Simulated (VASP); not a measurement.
# Fe (Fd-3m) in VASP: single point with r2SCAN

Aim: the single point of Fe with r2SCAN.

All numbers are computed with VASP 6.6.1; they aren't measurements. Logs are shortened: lines on timing, memory, paths and dates and some standing lists are left out, and cuts for length are marked.

## 1. The cell of the first run

The structure is cubic, space group Fd-3m (No. 227). Conventional cell: a = 4.747 Å, b = 4.747 Å, c = 4.747 Å, α = 90.00°, β = 90.00°, γ = 90.00°. Fe (site symmetry -43m) has 4 Fe at 2.06 Å within 2.7 Å.

This isn't the form of Fe at room conditions, which is bcc.

## 2. Single point, r2SCAN (13.37 Å³/atom)

POSCAR reads:

```
Fe
1.0
    0.0000000000      2.3734481107      2.3734481107
    2.3734481107      0.0000000000      2.3734481107
    2.3734481107      2.3734481107      0.0000000000
Fe
2
Direct
    0.1250000000      0.1250000000      0.1250000000
    0.8750000000      0.8750000000      0.8750000000
```

INCAR.step1 reads:

```
SYSTEM = Fe
PREC = Accurate
ENCUT = 760
ISMEAR = -1
SIGMA = 0.1
LREAL = .FALSE.
LASPH = .TRUE.
NELM = 120
NBANDS = 23
GGA = PE
ALGO = Normal
EDIFF = 1E-5
LWAVE = .TRUE.
LCHARG = .FALSE.
GGA_COMPAT = .FALSE.
```

INCAR.step2 reads:

```
SYSTEM = Fe
PREC = Accurate
ENCUT = 760
EDIFF = 1E-6
ISMEAR = -1
SIGMA = 0.1
LREAL = .FALSE.
LASPH = .TRUE.
NELM = 120
ALGO = Normal
ISIF = 2
LWAVE = .FALSE.
LCHARG = .TRUE.
METAGGA = R2SCAN
LMIXTAU = .TRUE.
LELF = .TRUE.
LVHAR = .TRUE.
NBANDS = 23
ISTART = 1
GGA_COMPAT = .FALSE.
```

KPOINTS reads:

```
Automatic mesh
0
G
  13 13 13
  0 0 0
```

Potentials or basis: VASP PAW PBE potentials, release 64 (Fe_sv).

On the command line:

```sh
> cat potpaw_PBE.64/Fe_sv/POTCAR > POTCAR
> cp INCAR.step1 INCAR
> mpirun -np 1 vasp_std > vasp.out
> cp INCAR.step2 INCAR
> mpirun -np 1 vasp_std > vasp.out
```

OUTCAR:

```text
SYSTEM = Fe
   PREC = Accurate
   ENCUT = 760
   EDIFF = 1E-6
   ISMEAR = -1
   LREAL = .FALSE.
   LASPH = .TRUE.
   NELM = 120
   ISIF = 2
   METAGGA = R2SCAN
   ISTART = 1

 ion  position               nearest neighbor table
   1  0.125  0.125  0.125-   2 2.06   2 2.06   2 2.06   2 2.06
   2  0.875  0.875  0.875-   1 2.06   1 2.06   1 2.06   1 2.06

  LATTYP: Found a face centered cubic cell.
 ALAT       =     4.7468962214

  Lattice vectors:

 A1 = (   0.0000000000,   2.3734481107,   2.3734481107)
 A2 = (   2.3734481107,   0.0000000000,   2.3734481107)
 A3 = (   2.3734481107,   2.3734481107,   0.0000000000)

Analysis of symmetry for initial positions (statically):
=====================================================================
 Subroutine PRICEL returns:
 Original cell was already a primitive cell.

 Routine SETGRP: Setting up the symmetry group for a
 face centered cubic supercell.

 Subroutine GETGRP returns: Found 48 space group operations
 (whereof 12 operations were pure point group operations)
 out of a pool of 48 trial point group operations.

The static configuration has the point symmetry D_3d.
 The point group associated with its full space group is O_h .

Analysis of symmetry for dynamics (positions and initial velocities):
=====================================================================
 Subroutine PRICEL returns:
 Original cell was already a primitive cell.

 Routine SETGRP: Setting up the symmetry group for a
 face centered cubic supercell.

 Subroutine GETGRP returns: Found 48 space group operations
 (whereof 12 operations were pure point group operations)
 out of a pool of 48 trial point group operations.

The dynamic configuration has the point symmetry D_3d.
 The point group associated with its full space group is O_h .

 Subroutine INISYM returns: Found 48 space group operations
 (whereof 12 operations are pure point group operations),
 and found     1 'primitive' translations

----------------------------------------------------------------------------------------

                                     Primitive cell

  volume of cell :      26.7405

  direct lattice vectors                    reciprocal lattice vectors
     0.000000000  2.373448111  2.373448111    -0.210663969  0.210663969  0.210663969
     2.373448111  0.000000000  2.373448111     0.210663969 -0.210663969  0.210663969
     2.373448111  2.373448111  0.000000000     0.210663969  0.210663969 -0.210663969

  length of vectors
     3.356562508  3.356562508  3.356562508     0.364880698  0.364880698  0.364880698

  position of ions in fractional coordinates (direct lattice)
     0.125000000  0.125000000  0.125000000
     0.875000000  0.875000000  0.875000000

  ion indices of the primitive-cell ions
   primitive index   ion index
                 1           1
                 2           2

----------------------------------------------------------------------------------------

 KPOINTS: Automatic mesh

Automatic generation of k-mesh.
 Grid dimensions read from file:
 generate k-points for:   13   13   13

 Generating k-lattice:

  Cartesian coordinates                     Fractional coordinates (reciprocal lattice)
    -0.016204921  0.016204921  0.016204921     0.076923077  0.000000000  0.000000000
     0.016204921 -0.016204921  0.016204921     0.000000000  0.076923077  0.000000000
     0.016204921  0.016204921 -0.016204921     0.000000000  0.000000000  0.076923077

  Length of vectors
     0.028067746  0.028067746  0.028067746

  Shift w.r.t. Gamma in fractional coordinates (k-lattice)
     0.000000000  0.000000000  0.000000000

 Subroutine IBZKPT returns following result:
 ===========================================

 Found     84 irreducible k-points:

 Following reciprocal coordinates:
            Coordinates               Weight
  0.000000  0.000000  0.000000      1.000000
  0.076923  0.000000  0.000000      8.000000
  0.153846  0.000000  0.000000      8.000000
  0.230769  0.000000  0.000000      8.000000
  0.307692  0.000000  0.000000      8.000000
  0.384615  0.000000  0.000000      8.000000
[... 16 lines left out ...]
  0.384615  0.153846  0.000000     24.000000
  0.461538  0.153846  0.000000     24.000000
 [... further k-points ...]
   k-points           NKPTS =     84   k-points in BZ     NKDIM =     84   number of bands    NBANDS=     23
   number of dos      NEDOS =    301   number of ions     NIONS =      2
   total plane-waves  NPLWV =  27000
   dimension x,y,z NGX =    30 NGY =   30 NGZ =   30
   dimension x,y,z NGXF=    60 NGYF=   60 NGZF=   60
   ions per type =               2
   NGX,Y,Z   is equivalent  to a cutoff of  14.86, 14.86, 14.86 a.u.
   NGXF,Y,Z  is equivalent  to a cutoff of  29.72, 29.72, 29.72 a.u.
 SYSTEM =  Fe
   PREC   = accura    normal or accurate (medium, high low for compatibility)
   ISTART =      1    job   : 0-new  1-cont  2-samecut
   ICHARG =      0    charge: 1-file 2-atom 10-const
   ISPIN  =      1    spin polarized calculation?
   LNONCOLLINEAR =      F non collinear calculations
   LSORBIT =      F    spin-orbit coupling
   LASPH  =      T    aspherical Exc in radial PAW
   ENCUT  =  760.0 eV  55.86 Ry    7.47 a.u.   7.54  7.54  7.54*2*pi/ulx,y,z
   NELM   =    120;   NELMIN=  2; NELMDL=  0     # of ELM steps
   EDIFF  = 0.1E-05   stopping-criterion for ELM
   LREAL  =      F    real-space projection
   EDIFFG = 0.1E-04   stopping-criterion for IOM
   NSW    =      0    number of steps for IOM
   IBRION =     -1    ionic relax: 0-MD 1-quasi-New 2-CG
   NFREE  =      0    steps in history (QN), initial steepest desc. (CG)
   ISIF   =      2    stress and relaxation
   ISYM   =      2    0-nonsym 1-usesym 2-fastsym
   POTIM  = 0.5000    time-step for ionic-motion
   TEBEG  =    0.0;   TEEND  =   0.0 temperature during run
   PSTRESS=    0.0 pullay stress
   NELECT =      32.0000    total number of electrons
   NUPDOWN=      -1.0000    fix difference up-down
   EMIN   =  10.00;   EMAX   =-10.00  energy-range for DOS
   EFERMI =   0.00;   METHOD = LEGACY
   ISMEAR =    -1;   SIGMA  =   0.10  broadening in eV -4-tet -1-fermi 0-gaus
   EFERMI_NEDOS =   21; number of points for ismear=-14 and -15
   IALGO  =     38    algorithm
   IMIX   =      4    mixing-type and parameters
     AMIX     =   0.40;   BMIX     =  1.00
     AMIX_MAG =   1.60;   BMIX_MAG =  1.00
  volume/ion in A,a.u.               =      13.37        90.23
  Fermi-wavevector in a.u.,A,eV,Ry     =   1.738075  3.284485 41.101886  3.020903
  Thomas-Fermi vector in A             =   2.811176
   LORBIT       =      0    0 simple, 1 ext, 2 COOP (PROOUT), +10 PAW based schemes
   METAGGA = R2SCAN    functional components
   LHFCALC =     F    Hartree Fock is set to
   AEXX    =    0.0000 exact exchange contribution
   IVDW    =     0    specifies the selected vdW correction
   LEPSILON=     F    determine dielectric tensor
   LRPA    =     F    only Hartree local field effects (RPA)
 non-spin polarized calculation
  energy-cutoff  :      760.00
  volume of cell :       26.74
 maximum number of plane-waves:      1299
   NGX = 15   NGY = 15   NGZ = 15

 number of electron      31.9999991 magnetization

 Free energy of the ion-electron system (eV)
  ---------------------------------------------------
  ext. energy  EPLUGINS =         0.00000000
  ---------------------------------------------------
  free energy    TOTEN  =       -25.18917304 eV

  energy without entropy =      -25.11627280  energy(sigma->0) =      -25.15272292

 E-fermi :   9.5219     XC(G=0): -13.3384

 val. band max:        9.5123483660   @ k =   0.3846   0.0000   0.0000
 cond. band min:       9.5428770054   @ k =   0.2308   0.2308   0.0000
 fundamental gap:      0.0305286395
 Fermi energy:         9.5219467958

 k-point     1 :       0.0000    0.0000    0.0000
  band No.  band energies     occupation
      1     -81.0124      2.00000
      2     -80.4732      2.00000
      3     -45.9051      2.00000
      4     -45.9051      2.00000
      5     -45.9051      2.00000
      6     -45.1346      2.00000
[... 15 lines left out ...]
     22      25.1029      0.00000
     23      25.4111      0.00000

 k-point     2 :       0.0769    0.0000    0.0000
  band No.  band energies     occupation
      1     -81.0066      2.00000
      2     -80.4791      2.00000
      3     -45.9107      2.00000
      4     -45.9107      2.00000
      5     -45.9046      2.00000
      6     -45.1361      2.00000
[... 15 lines left out ...]
     22      24.2449      0.00000
     23      25.8235      0.00000

 k-point     3 :       0.1538    0.0000    0.0000
  band No.  band energies     occupation
      1     -80.9899      2.00000
      2     -80.4963      2.00000
      3     -45.9258      2.00000
      4     -45.9258      2.00000
      5     -45.9031      2.00000
      6     -45.1399      2.00000
[... 15 lines left out ...]
     22      23.3887      0.00000
     23      25.1025      0.00000

 k-point     4 :       0.2308    0.0000    0.0000
  band No.  band energies     occupation
      1     -80.9641      2.00000
      2     -80.5227      2.00000
      3     -45.9461      2.00000
      4     -45.9461      2.00000
      5     -45.9014      2.00000
      6     -45.1450      2.00000
[... 15 lines left out ...]
     22      22.6656      0.00000
     23      24.3903      0.00000

 k-point     5 :       0.3077    0.0000    0.0000
  band No.  band energies     occupation
      1     -80.9328      2.00000
      2     -80.5547      2.00000
      3     -45.9667      2.00000
      4     -45.9667      2.00000
      5     -45.8999      2.00000
      6     -45.1500      2.00000
[... 15 lines left out ...]
     22      22.0846      0.00000
     23      23.8353      0.00000

 k-point     6 :       0.3846    0.0000    0.0000
  band No.  band energies     occupation
      1     -80.9021      2.00000
      2     -80.5859      2.00000
      3     -45.9831      2.00000
      4     -45.9830      2.00000
      5     -45.8991      2.00000
      6     -45.1537      2.00000
[... 15 lines left out ...]
     22      21.6676      0.00000
     23      23.4688      0.00000

 k-point     7 :       0.4615    0.0000    0.0000
  band No.  band energies     occupation
      1     -80.8817      2.00000
      2     -80.6065      2.00000
      3     -45.9920      2.00000
      4     -45.9920      2.00000
      5     -45.8987      2.00000
      6     -45.1557      2.00000
[... 353 lines left out ...]
     22      23.1822      0.00000
     23      24.0293      0.00000

 k-point    21 :       0.2308    0.1538    0.0000
  band No.  band energies     occupation
      1     -80.9621      2.00000
      2     -80.5248      2.00000
      3     -45.9712      2.00000
      4     -45.9705      2.00000
      5     -45.8427      2.00000
      6     -45.2027      2.00000
[... 15 lines left out ...]
     22      22.7107      0.00000
     23      23.1468      0.00000

 k-point    22 :       0.3077    0.1538    0.0000
  band No.  band energies     occupation
      1     -80.9342      2.00000
      2     -80.5532      2.00000
      3     -45.9961      2.00000
      4     -45.9907      2.00000
      5     -45.8254      2.00000
      6     -45.2216      2.00000
[... 15 lines left out ...]
     22      21.4275      0.00000
     23      22.8027      0.00000

 k-point    23 :       0.3846    0.1538    0.0000
  band No.  band energies     occupation
      1     -80.9023      2.00000
      2     -80.5857      2.00000
      3     -46.0213      2.00000
      4     -46.0060      2.00000
      5     -45.8107      2.00000
      6     -45.2371      2.00000
[... 15 lines left out ...]
     22      20.2471      0.00000
     23      22.6047      0.00000

 k-point    24 :       0.4615    0.1538    0.0000
  band No.  band energies     occupation
      1     -80.8734      2.00000
      2     -80.6150      2.00000
      3     -46.0420      2.00000
      4     -46.0135      2.00000
      5     -45.8011      2.00000
      6     -45.2470      2.00000
[... 15 lines left out ...]
     22      19.3186      0.00000
     23      22.5422      0.00000

 [... further k-points ...]
[... 5 lines left out ...]
  --------------------------------------------------------------------------------------
  -------------------------------------------------------------------------------------
  Total        1.2209088      1.2209088      1.2209088      0.0000000      0.0000000      0.0000000
  in kB       73.1517260     73.1517260     73.1517260      0.0000000      0.0000000      0.0000000
  external PRESSURE =      73.1517260 kB  Pullay stress =       0.0000000 kB

 VOLUME and BASIS-vectors are now :
 -----------------------------------------------------------------------------
  energy-cutoff  :      760.00
  volume of cell :       26.74
      direct lattice vectors                 reciprocal lattice vectors
     0.000000000  2.373448111  2.373448111    -0.210663969  0.210663969  0.210663969
     2.373448111  0.000000000  2.373448111     0.210663969 -0.210663969  0.210663969
     2.373448111  2.373448111  0.000000000     0.210663969  0.210663969 -0.210663969

 POSITION                                       TOTAL-FORCE (eV/Angst)
 -----------------------------------------------------------------------------------
      0.59336      0.59336      0.59336        -0.000000     -0.000000     -0.000000
      4.15353      4.15353      4.15353         0.000000      0.000000      0.000000
 -----------------------------------------------------------------------------------
    total drift:                               -0.000000      0.000000      0.000000

  FREE ENERGIE OF THE ION-ELECTRON SYSTEM (eV)
  ---------------------------------------------------
  free  energy   TOTEN  =       -25.1891730403 eV

  energy  without entropy=      -25.1162727955  energy(sigma->0) =      -25.15272292
```

Run time: 2.8 min. Hardware: 1 thread of Intel Xeon Platinum 8488C (Sapphire Rapids), shared host; peak memory 0.21 GiB.

Results:

```
Free energy            : -25.1892 eV
Pressure               : 7.3 GPa
Band gap on the k mesh : zero (bands 16 and 17 overlap by 0.89 eV)
```

Levels at points of the mesh, in eV from the Fermi level:
| k point | band 14 | band 15 | band 16 | band 17 | band 18 | band 19 |
| --- | --- | --- | --- | --- | --- | --- |
| (0.00, 0.00, 0.00) | -2.85 | -0.43 | -0.43 | -0.43 | 1.45 | 1.45 |

Caveat: the cell stands under pressure; the PAW data sets were made with another functional, which shifts forces and pressure a little; the run has no spin polarisation, though such a crystal can be magnetic.

The gap in the log of VASP goes by the Fermi energy; the results here count the filled bands.